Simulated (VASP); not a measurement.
# Zn (I4/mmm) in VASP: further runs, part 2 of 3

VASP 6.6.1.

### Step 3. Single point, PBEsol (normal strain along x -0.0200, normal strain along z +0.0000)

INCAR reads:

```
PREC     = Accurate       # precision mode
ENCUT    = 520            # plane-wave cutoff, eV
EDIFF    = 1E-6           # SCF threshold, eV
ISMEAR   = 0              # smearing method
SIGMA    = 0.15           # smearing width, eV
LREAL    = False          # projectors in reciprocal space
LASPH    = True           # aspherical terms in the spheres
NELM     = 100            # most SCF steps
ALGO     = Fast           # electronic algorithm
ISIF     = 2              # what is computed and relaxed
LWAVE    = False          # write WAVECAR
LCHARG   = True           # write CHGCAR
GGA      = PS             # functional
LELF     = True           # ELF
LVHAR    = True         
NBANDS   = 12             # bands
```

KPOINTS reads:

```
regular mesh
0
Gamma
  20 20 20
```

POSCAR reads:

```
Zn
1.0
   -1.4994730113      1.5300745013      1.5300745013
    1.4994730113     -1.5300745013      1.5300745013
    1.4994730113      1.5300745013     -1.5300745013
Zn
1
Direct
    0.0000000000      0.0000000000      0.0000000000
```

Potentials or basis: VASP PAW PBE potentials, release 64 (Zn).

The run is started by

```sh
cat potpaw_PBE.64/Zn/POTCAR > POTCAR
mpirun -np 1 vasp_std > vasp.out
```

OUTCAR:

```text
PREC = Accurate
   ENCUT = 520
   EDIFF = 1E-6
   ISMEAR = 0
   LREAL = False
   LASPH = True
   NELM = 100
   ISIF = 2
   GGA = PS

 ion  position               nearest neighbor table
   1  0.000  0.000  0.000-

  LATTYP: Found a body centered tetragonal cell.
 ALAT       =     3.0601490026
 C/A-ratio  =     0.9800000000

  Lattice vectors:

 A1 = (  -1.4994730113,   1.5300745013,  -1.5300745013)
 A2 = (  -1.4994730113,  -1.5300745013,   1.5300745013)
 A3 = (   1.4994730113,   1.5300745013,   1.5300745013)

Analysis of symmetry for initial positions (statically):
=====================================================================
 Subroutine PRICEL returns:
 Original cell was already a primitive cell.

 Routine SETGRP: Setting up the symmetry group for a
 body centered tetragonal supercell.

 Subroutine GETGRP returns: Found 16 space group operations
 (whereof 16 operations were pure point group operations)
 out of a pool of 16 trial point group operations.

The static configuration has the point symmetry D_4h.

Analysis of symmetry for dynamics (positions and initial velocities):
=====================================================================
 Subroutine PRICEL returns:
 Original cell was already a primitive cell.

 Routine SETGRP: Setting up the symmetry group for a
 body centered tetragonal supercell.

 Subroutine GETGRP returns: Found 16 space group operations
 (whereof 16 operations were pure point group operations)
 out of a pool of 16 trial point group operations.

The dynamic configuration has the point symmetry D_4h.

 Subroutine INISYM returns: Found 16 space group operations
 (whereof 16 operations are pure point group operations),
 and found     1 'primitive' translations

----------------------------------------------------------------------------------------

                                     Primitive cell

  volume of cell :      14.0418

  direct lattice vectors                    reciprocal lattice vectors
[... 113 lines left out ...]
   IVDW    =     0    specifies the selected vdW correction
   LEPSILON=     F    determine dielectric tensor
   LRPA    =     F    only Hartree local field effects (RPA)
 non-spin polarized calculation
 RMM-DIIS sequential band-by-band and
 Gauss-broadening in eV      SIGMA  =   0.15
  energy-cutoff  :      520.00
  volume of cell :       14.04
 maximum number of plane-waves:       391
   NGX =  9   NGY =  9   NGZ =  9

 number of electron      11.9999980 magnetization

 Free energy of the ion-electron system (eV)
  ---------------------------------------------------
  ext. energy  EPLUGINS =         0.00000000
  ---------------------------------------------------
  free energy    TOTEN  =        -1.49417403 eV

  energy without entropy =       -1.49124800  energy(sigma->0) =       -1.49271101

 E-fermi :   3.7214     XC(G=0): -12.1403

 val. band max:        3.6806755696   @ k =   0.3500   0.1500   0.1500
 cond. band min:       3.7230788068   @ k =   0.3000   0.3500   0.0000
 fundamental gap:      0.0424032372
 Fermi energy:         3.7214183881

 k-point     1 :       0.0000    0.0000    0.0000
  band No.  band energies     occupation
      1      -7.5222      2.00000
      2      -4.4111      2.00000
      3      -4.3667      2.00000
      4      -4.3667      2.00000
      5      -3.8095      2.00000
      6      -3.7694      2.00000
      7      23.9941      0.00000
      8      23.9941      0.00000
      9      24.4223      0.00000
     10      25.1742      0.00000
     11      25.1742      0.00000
     12      25.4770      0.00000
[... 331 lines left out ...]
 k-point    24 :       0.1000    0.1000    0.0000
  band No.  band energies     occupation
      1      -6.5504      2.00000
      2      -4.4507      2.00000
      3      -4.4117      2.00000
      4      -4.1010      2.00000
      5      -3.8790      2.00000
      6      -3.7656      2.00000
      7      17.1962      0.00000
      8      17.7236      0.00000
      9      20.4664      0.00000
     10      23.6136      0.00000
     11      24.5214      0.00000
     12      26.2392      0.00000

 [... further k-points ...]

------------------------ aborting loop because EDIFF is reached ----------------------------------------

  FORCE on cell =-STRESS in cart. coord.  units (eV):
  Direction    XX          YY          ZZ          XY          YZ          ZX
  --------------------------------------------------------------------------------------
  -------------------------------------------------------------------------------------
  Total        0.1285752      0.2037911      0.2037911      0.0000000      0.0000000      0.0000000
  in kB       14.6704677     23.2526245     23.2526245      0.0000000      0.0000000      0.0000000
  external PRESSURE =      20.3919056 kB  Pullay stress =       0.0000000 kB

 VOLUME and BASIS-vectors are now :
 -----------------------------------------------------------------------------
  energy-cutoff  :      520.00
  volume of cell :       14.04
      direct lattice vectors                 reciprocal lattice vectors
    -1.499473011  1.530074501  1.530074501     0.000000000  0.326781473  0.326781473
     1.499473011 -1.530074501  1.530074501     0.333450483  0.000000000  0.326781473
     1.499473011  1.530074501 -1.530074501     0.333450483  0.326781473  0.000000000

 POSITION                                       TOTAL-FORCE (eV/Angst)
 -----------------------------------------------------------------------------------
      0.00000      0.00000      0.00000        -0.000000      0.000000      0.000000
 -----------------------------------------------------------------------------------
    total drift:                                0.000000      0.000000      0.000000

  FREE ENERGIE OF THE ION-ELECTRON SYSTEM (eV)
  ---------------------------------------------------
  free  energy   TOTEN  =        -1.4941740312 eV

  energy  without entropy=       -1.4912479983  energy(sigma->0) =       -1.49271101
```

OSZICAR:

```text
N       E                     dE             d eps       ncg     rms          rms(c)
DAV:   1     0.413064629602E+02    0.41306E+02   -0.65418E+03 16032   0.162E+03
DAV:   2    -0.461198306504E+00   -0.41768E+02   -0.39163E+02 16040   0.213E+02
DAV:   3    -0.165219981532E+01   -0.11910E+01   -0.11887E+01 17684   0.358E+01
DAV:   4    -0.165466713740E+01   -0.24673E-02   -0.24672E-02 16960   0.156E+00
DAV:   5    -0.165466872263E+01   -0.15852E-05   -0.15855E-05 17264   0.388E-02    0.351E+00
RMM:   6    -0.150606863264E+01    0.14860E+00   -0.34646E-01 18915   0.794E+00    0.259E+00
RMM:   7    -0.149850433737E+01    0.75643E-02   -0.11177E-02 19599   0.160E+00    0.127E+00
RMM:   8    -0.149424047451E+01    0.42639E-02   -0.18429E-03 18766   0.378E-01    0.756E-02
RMM:   9    -0.149418449014E+01    0.55984E-04   -0.51081E-04 20072   0.350E-01    0.654E-02
RMM:  10    -0.149417393993E+01    0.10550E-04   -0.29501E-05 19789   0.619E-02    0.554E-03
RMM:  11    -0.149417403122E+01   -0.91289E-07   -0.25204E-06 15148   0.165E-02
   1 F= -.14941740E+01 E0= -.14927110E+01  d E =-.292603E-02
```

stdout:

```text
POSCAR found type information on POSCAR Zn
 POSCAR found :  1 types and       1 ions
 scaLAPACK will be used
 -----------------------------------------------------------------------------
|                                                                             |
|                                                                             |
|     You enforced a specific xc type in the INCAR file but a different       |
|     I HOPE YOU KNOW WHAT YOU ARE DOING!                                     |
|                                                                             |
 -----------------------------------------------------------------------------

 LDA part: xc-table for (Slater+PW92), standard interpolation
 POSCAR, INCAR and KPOINTS ok, starting setup
 FFT: planning ... GRIDC
 FFT: planning ... GRID_SOFT
 FFT: planning ... GRID
 WAVECAR not read
 entering main loop
WARNING in EDDRMM: call to ZHEGV failed, returncode =   8  4     11
WARNING in EDDRMM: call to ZHEGV failed, returncode =   8  4     11
WARNING in EDDRMM: call to ZHEGV failed, returncode =   6  3     10
```

Run time: 43 s. Hardware: 1 thread of Intel Xeon 6975P-C (Granite Rapids), shared host; peak memory 0.21 GiB.

What came out:

| Item | Value |
| --- | --- |
| Free energy | -1.4942 eV |
| Pressure | 2.0 GPa |
| Band gap on the k mesh | zero (band 6 reaches 7.74 eV, above the bottom of band 7 at 2.67 eV) |

Caveat: the cell differs from its parent crystal (normal strain along x -0.0200, normal strain along z +0.0000); the PAW data sets were made with another functional, which shifts forces and pressure a little.

### Step 4. Single point, PBEsol (normal strain along x -0.0100, normal strain along z -0.0100)

INCAR reads:

```
ALGO     = Fast           # electronic algorithm
EDIFF    = 1E-6           # SCF threshold, eV
ENCUT    = 520            # plane-wave cutoff, eV
GGA      = PS             # functional
ISIF     = 2              # what is computed and relaxed
ISMEAR   = 0              # smearing method
LASPH    = T              # aspherical terms in the spheres
LCHARG   = T              # write CHGCAR
LELF     = T              # ELF
LREAL    = F              # projectors in reciprocal space
LVHAR    = T            
LWAVE    = F              # write WAVECAR
NBANDS   = 12             # bands
NELM     = 100            # most SCF steps
PREC     = Accurate       # precision mode
SIGMA    = 0.15           # smearing width, eV
```

KPOINTS reads:

```
k-points
0
Gamma
  20 20 20
```

POSCAR reads:

```
Zn
1.0
   -1.5147737563      1.5300745013      1.5147737563
    1.5147737563     -1.5300745013      1.5147737563
    1.5147737563      1.5300745013     -1.5147737563
Zn
1
Direct
    0.0000000000      0.0000000000      0.0000000000
```

Potentials or basis: VASP PAW PBE potentials, release 64 (Zn).

The run is started by

```sh
cat potpaw_PBE.64/Zn/POTCAR > POTCAR
mpirun -np 1 vasp_std > vasp.out
```

OUTCAR:

```text
EDIFF = 1E-6
   ENCUT = 520
   GGA = PS
   ISIF = 2
   ISMEAR = 0
   LASPH = T
   LREAL = F
   NELM = 100
   PREC = Accurate

 ion  position               nearest neighbor table
   1  0.000  0.000  0.000-

  LATTYP: Found a body centered tetragonal cell.
 ALAT       =     3.0295475126
 C/A-ratio  =     1.0101010101

  Lattice vectors:

 A1 = (  -1.5147737563,  -1.5300745013,   1.5147737563)
 A2 = (   1.5147737563,  -1.5300745013,  -1.5147737563)
 A3 = (   1.5147737563,   1.5300745013,   1.5147737563)

[... 540 lines left out ...]
 [... further k-points ...]

------------------------ aborting loop because EDIFF is reached ----------------------------------------

  FORCE on cell =-STRESS in cart. coord.  units (eV):
  Direction    XX          YY          ZZ          XY          YZ          ZX
  --------------------------------------------------------------------------------------
  -------------------------------------------------------------------------------------
  Total        0.1626245      0.2102756      0.1626245     -0.0000000      0.0000000      0.0000000
  in kB       18.5536102     23.9900556     18.5536102     -0.0000000      0.0000000      0.0000000
  external PRESSURE =      20.3657587 kB  Pullay stress =       0.0000000 kB

 VOLUME and BASIS-vectors are now :
 -----------------------------------------------------------------------------
  energy-cutoff  :      520.00
  volume of cell :       14.04
      direct lattice vectors                 reciprocal lattice vectors
    -1.514773756  1.530074501  1.514773756     0.000000000  0.326781473  0.330082296
     1.514773756 -1.530074501  1.514773756     0.330082296  0.000000000  0.330082296
     1.514773756  1.530074501 -1.514773756     0.330082296  0.326781473  0.000000000

 POSITION                                       TOTAL-FORCE (eV/Angst)
 -----------------------------------------------------------------------------------
      0.00000      0.00000      0.00000         0.000000      0.000000      0.000000
 -----------------------------------------------------------------------------------
    total drift:                                0.000000     -0.000000      0.000000

  FREE ENERGIE OF THE ION-ELECTRON SYSTEM (eV)
  ---------------------------------------------------
  free  energy   TOTEN  =        -1.4937939152 eV

  energy  without entropy=       -1.4907791718  energy(sigma->0) =       -1.49228654
```

OSZICAR:

```text
N       E                     dE             d eps       ncg     rms          rms(c)
DAV:   1     0.408872433753E+02    0.40887E+02   -0.65396E+03 16104   0.161E+03
DAV:   2    -0.496093961760E+00   -0.41383E+02   -0.39013E+02 15984   0.213E+02
DAV:   3    -0.165187990592E+01   -0.11558E+01   -0.11539E+01 17572   0.355E+01
DAV:   4    -0.165414748019E+01   -0.22676E-02   -0.22675E-02 16892   0.152E+00
DAV:   5    -0.165414893998E+01   -0.14598E-05   -0.14601E-05 17232   0.375E-02    0.351E+00
RMM:   6    -0.150567851917E+01    0.14847E+00   -0.34611E-01 18913   0.793E+00    0.259E+00
RMM:   7    -0.149812181147E+01    0.75567E-02   -0.11154E-02 19581   0.160E+00    0.127E+00
RMM:   8    -0.149386037592E+01    0.42614E-02   -0.18452E-03 18748   0.378E-01    0.754E-02
RMM:   9    -0.149380439234E+01    0.55984E-04   -0.51167E-04 20065   0.350E-01    0.654E-02
RMM:  10    -0.149379382466E+01    0.10568E-04   -0.29540E-05 19772   0.619E-02    0.555E-03
RMM:  11    -0.149379391518E+01   -0.90521E-07   -0.25233E-06 15181   0.165E-02
   1 F= -.14937939E+01 E0= -.14922865E+01  d E =-.301474E-02
```

stdout:

```text
POSCAR found type information on POSCAR Zn
 POSCAR found :  1 types and       1 ions
 scaLAPACK will be used
 -----------------------------------------------------------------------------
|                                                                             |
|                                                                             |
|     You enforced a specific xc type in the INCAR file but a different       |
|     I HOPE YOU KNOW WHAT YOU ARE DOING!                                     |
|                                                                             |
 -----------------------------------------------------------------------------

 LDA part: xc-table for (Slater+PW92), standard interpolation
 POSCAR, INCAR and KPOINTS ok, starting setup
 FFT: planning ... GRIDC
 FFT: planning ... GRID_SOFT
 FFT: planning ... GRID
 WAVECAR not read
 entering main loop
WARNING in EDDRMM: call to ZHEGV failed, returncode =   8  4     10
WARNING in EDDRMM: call to ZHEGV failed, returncode =   8  4     11
WARNING in EDDRMM: call to ZHEGV failed, returncode =   8  4     11
WARNING in EDDRMM: call to ZHEGV failed, returncode =   8  4     11
```

Wall time 45 s (1 thread of Intel Xeon 6975P-C (Granite Rapids), shared host); peak memory 0.21 GiB.

Results:

| Item | Value |
| --- | --- |
| Free energy | -1.4938 eV |
| Pressure | 2.0 GPa |
| Band gap on the k mesh | zero (band 6 reaches 7.74 eV, above the bottom of band 7 at 2.77 eV) |

Caveat: the cell differs from its parent crystal (normal strain along x -0.0100, normal strain along z -0.0100); the PAW data sets were made with another functional, which shifts forces and pressure a little.

(Part 2 of 3 ends here.)
